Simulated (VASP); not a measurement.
# NaLiAlCl4 (F-43m) in VASP: notebook

Runs on NaLiAlCl4. Level: PBE. Tasks: single point, relaxation of cell and atoms.

All numbers are computed with VASP 6.6.1; they aren't measurements. Logs are shortened: lines on timing, memory, paths and dates and some standing lists are left out, and cuts for length are marked.

### 1 The cell of the first run

The structure is cubic, space group F-43m (No. 216). The conventional cell has a = 10.542 Å, b = 10.542 Å, c = 10.542 Å, α = 90.00°, β = 90.00°, γ = 90.00°. Na (site symmetry -43m) has 12 Cl at 4.39 Å and 4 Li at 4.56 Å and 6 Al at 5.27 Å within 5.8 Å. Li (site symmetry -43m) has 4 Cl at 2.39 Å within 3.2 Å. Within 2.9 Å of Al (site symmetry -43m) lie 4 Cl at 2.17 Å. Cl (site symmetry 3m) has 1 Al at 2.17 Å and 1 Li at 2.39 Å within 2.9 Å.

### 2 Single point, PBE

INCAR reads:

```
SYSTEM = NaLiAlCl4
PREC     = Accurate       ! precision mode
ENCUT    = 520            ! plane-wave cutoff, eV
EDIFF    = 1E-6           ! SCF threshold, eV
ISMEAR   = 0              ! smearing method
SIGMA    = 0.1            ! smearing width, eV
LREAL    = .False.        ! projectors in reciprocal space
LASPH    = .True.         ! aspherical terms in the spheres
NELM     = 100            ! most SCF steps
ALGO     = Normal         ! electronic algorithm
ISIF     = 2              ! what is computed and relaxed
LWAVE    = .False.        ! write WAVECAR
LCHARG   = .False.        ! write CHGCAR
GGA      = PE             ! functional
NBANDS   = 30             ! bands
```

KPOINTS reads:

```
Automatic mesh
0
Gamma
  4 4 4
  0 0 0
```

POSCAR reads:

```
NaLiAlCl4
1.0
    0.0000000000      5.2710289229      5.2710289229
    5.2710289229      0.0000000000      5.2710289229
    5.2710289229      5.2710289229      0.0000000000
Na Li Al Cl
1 1 1 4
Direct
    0.0000000000      0.0000000000      0.0000000000
    0.2500000000      0.2500000000      0.2500000000
    0.5000000000      0.5000000000      0.5000000000
    0.3811584396      0.8565246812      0.3811584396
    0.3811584396      0.3811584396      0.3811584396
    0.8565246812      0.3811584396      0.3811584396
    0.3811584396      0.3811584396      0.8565246812
```

Potentials or basis: VASP PAW PBE potentials, release 64 (Na_pv, Li_sv, Al, Cl).

Run with:

```console
$ cat potpaw_PBE.64/Na_pv/POTCAR potpaw_PBE.64/Li_sv/POTCAR potpaw_PBE.64/Al/POTCAR potpaw_PBE.64/Cl/POTCAR > POTCAR
$ mpirun -np 1 vasp_std > vasp.out
```

OUTCAR:

```text
SYSTEM = NaLiAlCl4
   PREC = Accurate
   ENCUT = 520
   EDIFF = 1E-6
   ISMEAR = 0
   LREAL = .False.
   LASPH = .True.
   NELM = 100
   ISIF = 2
   GGA = PE

 ion  position               nearest neighbor table
   1  0.000  0.000  0.000-
   2  0.250  0.250  0.250-   5 2.39   4 2.39   6 2.39   7 2.39
   3  0.500  0.500  0.500-   4 2.17   6 2.17   7 2.17   5 2.17
   4  0.381  0.857  0.381-   3 2.17   2 2.39
   5  0.381  0.381  0.381-   3 2.17   2 2.39
   6  0.857  0.381  0.381-   3 2.17   2 2.39
   7  0.381  0.381  0.857-   3 2.17   2 2.39

  LATTYP: Found a face centered cubic cell.
 ALAT       =    10.5420578458

  Lattice vectors:

 A1 = (   0.0000000000,   5.2710289229,   5.2710289229)
 A2 = (   5.2710289229,   0.0000000000,   5.2710289229)
 A3 = (   5.2710289229,   5.2710289229,   0.0000000000)

Analysis of symmetry for initial positions (statically):
=====================================================================
 Subroutine PRICEL returns:
 Original cell was already a primitive cell.

 Routine SETGRP: Setting up the symmetry group for a
 face centered cubic supercell.

 Subroutine GETGRP returns: Found 24 space group operations
 (whereof 24 operations were pure point group operations)
 out of a pool of 48 trial point group operations.

The static configuration has the point symmetry T_d .

Analysis of symmetry for dynamics (positions and initial velocities):
=====================================================================
 Subroutine PRICEL returns:
 Original cell was already a primitive cell.

 Routine SETGRP: Setting up the symmetry group for a
 face centered cubic supercell.

 Subroutine GETGRP returns: Found 24 space group operations
 (whereof 24 operations were pure point group operations)
 out of a pool of 48 trial point group operations.

The dynamic configuration has the point symmetry T_d .

 Subroutine INISYM returns: Found 24 space group operations
 (whereof 24 operations are pure point group operations),
 and found     1 'primitive' translations

----------------------------------------------------------------------------------------

                                     Primitive cell

  volume of cell :     292.8979

  direct lattice vectors                    reciprocal lattice vectors
     0.000000000  5.271028923  5.271028923    -0.094858140  0.094858140  0.094858140
     5.271028923  0.000000000  5.271028923     0.094858140 -0.094858140  0.094858140
     5.271028923  5.271028923  0.000000000     0.094858140  0.094858140 -0.094858140

  length of vectors
     7.454360590  7.454360590  7.454360590     0.164299118  0.164299118  0.164299118

  position of ions in fractional coordinates (direct lattice)
     0.000000000  0.000000000  0.000000000
     0.250000000  0.250000000  0.250000000
     0.500000000  0.500000000  0.500000000
     0.381158440  0.856524681  0.381158440
     0.381158440  0.381158440  0.381158440
     0.856524681  0.381158440  0.381158440
     0.381158440  0.381158440  0.856524681

  ion indices of the primitive-cell ions
   primitive index   ion index
                 1           1
                 2           2
                 3           3
                 4           4
                 5           5
                 6           6
                 7           7

----------------------------------------------------------------------------------------

 KPOINTS: Automatic mesh

Automatic generation of k-mesh.
 Grid dimensions read from file:
 generate k-points for:    4    4    4

 Generating k-lattice:

  Cartesian coordinates                     Fractional coordinates (reciprocal lattice)
    -0.023714535  0.023714535  0.023714535     0.250000000  0.000000000  0.000000000
     0.023714535 -0.023714535  0.023714535     0.000000000  0.250000000  0.000000000
     0.023714535  0.023714535 -0.023714535     0.000000000  0.000000000  0.250000000

  Length of vectors
     0.041074780  0.041074780  0.041074780

  Shift w.r.t. Gamma in fractional coordinates (k-lattice)
     0.000000000  0.000000000  0.000000000

 Subroutine IBZKPT returns following result:
 ===========================================

 Found      8 irreducible k-points:

 Following reciprocal coordinates:
            Coordinates               Weight
  0.000000  0.000000  0.000000      1.000000
  0.250000  0.000000  0.000000      8.000000
  0.500000  0.000000  0.000000      4.000000
  0.250000  0.250000  0.000000      6.000000
  0.500000  0.250000  0.000000     24.000000
 -0.250000  0.250000  0.000000     12.000000
  0.500000  0.500000  0.000000      3.000000
 -0.250000  0.500000  0.250000      6.000000
   k-points           NKPTS =      8   k-points in BZ     NKDIM =      8   number of bands    NBANDS=     30
   number of dos      NEDOS =    301   number of ions     NIONS =      7
   total plane-waves  NPLWV = 175616
   dimension x,y,z NGX =    56 NGY =   56 NGZ =   56
   dimension x,y,z NGXF=   112 NGYF=  112 NGZF=  112
   ions per type =               1   1   1   4
   NGX,Y,Z   is equivalent  to a cutoff of  12.49, 12.49, 12.49 a.u.
   NGXF,Y,Z  is equivalent  to a cutoff of  24.98, 24.98, 24.98 a.u.
 SYSTEM =  NaLiAlCl4
   PREC   = accura    normal or accurate (medium, high low for compatibility)
   ISTART =      0    job   : 0-new  1-cont  2-samecut
   ICHARG =      2    charge: 1-file 2-atom 10-const
   ISPIN  =      1    spin polarized calculation?
   LNONCOLLINEAR =      F non collinear calculations
   LSORBIT =      F    spin-orbit coupling
   LASPH  =      T    aspherical Exc in radial PAW
   ENCUT  =  520.0 eV  38.22 Ry    6.18 a.u.  13.86 13.86 13.86*2*pi/ulx,y,z
   NELM   =    100;   NELMIN=  2; NELMDL= -5     # of ELM steps
   EDIFF  = 0.1E-05   stopping-criterion for ELM
   LREAL  =      F    real-space projection
   EDIFFG = 0.1E-04   stopping-criterion for IOM
   NSW    =      0    number of steps for IOM
   IBRION =     -1    ionic relax: 0-MD 1-quasi-New 2-CG
   NFREE  =      0    steps in history (QN), initial steepest desc. (CG)
   ISIF   =      2    stress and relaxation
   ISYM   =      2    0-nonsym 1-usesym 2-fastsym
   POTIM  = 0.5000    time-step for ionic-motion
   TEBEG  =    0.0;   TEEND  =   0.0 temperature during run
   PSTRESS=    0.0 pullay stress
   NELECT =      41.0000    total number of electrons
   NUPDOWN=      -1.0000    fix difference up-down
   EMIN   =  10.00;   EMAX   =-10.00  energy-range for DOS
   EFERMI =   0.00;   METHOD = LEGACY
   ISMEAR =     0;   SIGMA  =   0.10  broadening in eV -4-tet -1-fermi 0-gaus
   EFERMI_NEDOS =   21; number of points for ismear=-14 and -15
   IALGO  =     38    algorithm
   IMIX   =      4    mixing-type and parameters
     AMIX     =   0.40;   BMIX     =  1.00
     AMIX_MAG =   1.60;   BMIX_MAG =  1.00
  volume/ion in A,a.u.               =      41.84       282.37
  Fermi-wavevector in a.u.,A,eV,Ry     =   0.850023  1.606311  9.830743  0.722539
  Thomas-Fermi vector in A             =   1.965935
   LORBIT       =      0    0 simple, 1 ext, 2 COOP (PROOUT), +10 PAW based schemes
   GGA     = PE    functional components
   LHFCALC =     F    Hartree Fock is set to
   AEXX    =    0.0000 exact exchange contribution
   IVDW    =     0    specifies the selected vdW correction
   LEPSILON=     F    determine dielectric tensor
   LRPA    =     F    only Hartree local field effects (RPA)
 non-spin polarized calculation
 Gauss-broadening in eV      SIGMA  =   0.10
  energy-cutoff  :      520.00
  volume of cell :      292.90
 maximum number of plane-waves:      7896
   NGX = 27   NGY = 27   NGZ = 27

 number of electron      40.9999999 magnetization

 Free energy of the ion-electron system (eV)
  ---------------------------------------------------
  ext. energy  EPLUGINS =         0.00000000
  ---------------------------------------------------
  free energy    TOTEN  =       -22.88298152 eV

  energy without entropy =      -22.85721581  energy(sigma->0) =      -22.87009866

 E-fermi :   1.5690     XC(G=0):  -5.7222

 val. band max:        1.4941680243   @ k =  -0.2500   0.2500   0.0000
 cond. band min:       1.6006998221   @ k =   0.5000   0.0000   0.0000
 fundamental gap:      0.1065317977
 Fermi energy:         1.5690388802

 k-point     1 :       0.0000    0.0000    0.0000
  band No.  band energies     occupation
      1     -47.6078      2.00000
      2     -24.7163      2.00000
      3     -24.7163      2.00000
      4     -24.7163      2.00000
      5     -17.0979      2.00000
      6     -16.5530      2.00000
[... 22 lines left out ...]
     29       5.1941      0.00000
     30       6.0394      0.00000

 k-point     2 :       0.2500    0.0000    0.0000
  band No.  band energies     occupation
      1     -47.6078      2.00000
      2     -24.7163      2.00000
      3     -24.7163      2.00000
      4     -24.7163      2.00000
      5     -17.0766      2.00000
      6     -16.5801      2.00000
[... 22 lines left out ...]
     29       5.6214      0.00000
     30       6.0210      0.00000

 k-point     3 :       0.5000    0.0000    0.0000
  band No.  band energies     occupation
      1     -47.6078      2.00000
      2     -24.7163      2.00000
      3     -24.7163      2.00000
      4     -24.7163      2.00000
      5     -17.0529      2.00000
      6     -16.6097      2.00000
[... 22 lines left out ...]
     29       5.7156      0.00000
     30       5.9522      0.00000

 k-point     4 :       0.2500    0.2500    0.0000
  band No.  band energies     occupation
      1     -47.6078      2.00000
      2     -24.7163      2.00000
      3     -24.7163      2.00000
      4     -24.7163      2.00000
      5     -17.0691      2.00000
      6     -16.5892      2.00000
[... 22 lines left out ...]
     29       5.3763      0.00000
     30       5.9243      0.00000

 k-point     5 :       0.5000    0.2500    0.0000
  band No.  band energies     occupation
      1     -47.6078      2.00000
      2     -24.7163      2.00000
      3     -24.7163      2.00000
      4     -24.7163      2.00000
      5     -17.0444      2.00000
      6     -16.6195      2.00000
[... 22 lines left out ...]
     29       5.3048      0.00000
     30       5.6051      0.00000

 k-point     6 :      -0.2500    0.2500    0.0000
  band No.  band energies     occupation
      1     -47.6078      2.00000
      2     -24.7163      2.00000
      3     -24.7163      2.00000
      4     -24.7163      2.00000
      5     -17.0530      2.00000
      6     -16.6092      2.00000
[... 22 lines left out ...]
     29       5.6470      0.00000
     30       5.6906      0.00000

 k-point     7 :       0.5000    0.5000    0.0000
  band No.  band energies     occupation
      1     -47.6078      2.00000
      2     -24.7163      2.00000
      3     -24.7163      2.00000
      4     -24.7163      2.00000
      5     -17.0353      2.00000
      6     -16.6303      2.00000
[... 22 lines left out ...]
     29       4.8960      0.00000
     30       4.9988      0.00000

 k-point     8 :      -0.2500    0.5000    0.2500
  band No.  band energies     occupation
      1     -47.6078      2.00000
      2     -24.7163      2.00000
      3     -24.7163      2.00000
      4     -24.7163      2.00000
      5     -17.0353      2.00000
      6     -16.6302      2.00000
[... 22 lines left out ...]
     29       5.0716      0.00000
     30       5.5032      0.00000

------------------------ aborting loop because EDIFF is reached ----------------------------------------

  FORCE on cell =-STRESS in cart. coord.  units (eV):
  Direction    XX          YY          ZZ          XY          YZ          ZX
  --------------------------------------------------------------------------------------
  -------------------------------------------------------------------------------------
  Total        0.1433890      0.1433890      0.1433890      0.0000000      0.0000000      0.0000000
  in kB        0.7843504      0.7843504      0.7843504      0.0000000      0.0000000      0.0000000
  external PRESSURE =       0.7843504 kB  Pullay stress =       0.0000000 kB

 VOLUME and BASIS-vectors are now :
 -----------------------------------------------------------------------------
  energy-cutoff  :      520.00
  volume of cell :      292.90
      direct lattice vectors                 reciprocal lattice vectors
     0.000000000  5.271028923  5.271028923    -0.094858140  0.094858140  0.094858140
     5.271028923  0.000000000  5.271028923     0.094858140 -0.094858140  0.094858140
     5.271028923  5.271028923  0.000000000     0.094858140  0.094858140 -0.094858140

 POSITION                                       TOTAL-FORCE (eV/Angst)
 -----------------------------------------------------------------------------------
      0.00000      0.00000      0.00000         0.000000      0.000000      0.000000
      2.63551      2.63551      2.63551         0.000000     -0.000000      0.000000
      5.27103      5.27103      5.27103         0.000000      0.000000      0.000000
      6.52386      4.01819      6.52386        -0.035365      0.035365     -0.035365
      4.01819      4.01819      4.01819         0.035365      0.035365      0.035365
      4.01819      6.52386      6.52386         0.035365     -0.035365     -0.035365
      6.52386      6.52386      4.01819        -0.035365     -0.035365      0.035365
 -----------------------------------------------------------------------------------
    total drift:                               -0.000000     -0.000000     -0.000000

  FREE ENERGIE OF THE ION-ELECTRON SYSTEM (eV)
  ---------------------------------------------------
  free  energy   TOTEN  =       -22.8829815177 eV

  energy  without entropy=      -22.8572158105  energy(sigma->0) =      -22.87009866
```

Wall time 78 s (1 thread of Intel Xeon Platinum 8488C (Sapphire Rapids), shared host); peak memory 0.45 GiB.

Results:

```
Free energy   : -22.8830 eV
Largest force : 0.061 eV/Å
```

Forces in eV/Å, atoms in the order of the input:
```
Na   0.000  0.000  0.000
Li   0.000  0.000  0.000
Al   0.000  0.000  0.000
Cl  -0.035  0.035 -0.035
Cl   0.035  0.035  0.035
Cl   0.035 -0.035 -0.035
Cl  -0.035 -0.035  0.035
```

Caveat: the cutoff is under 1.25 times the usual one of these potentials, so pressure, stress and relaxed cells hold a basis-set (Pulay) error; an odd number of electrons without spin polarisation forces a metal; a magnetic or distorted state may lie lower.

[end of part 1 of 2]
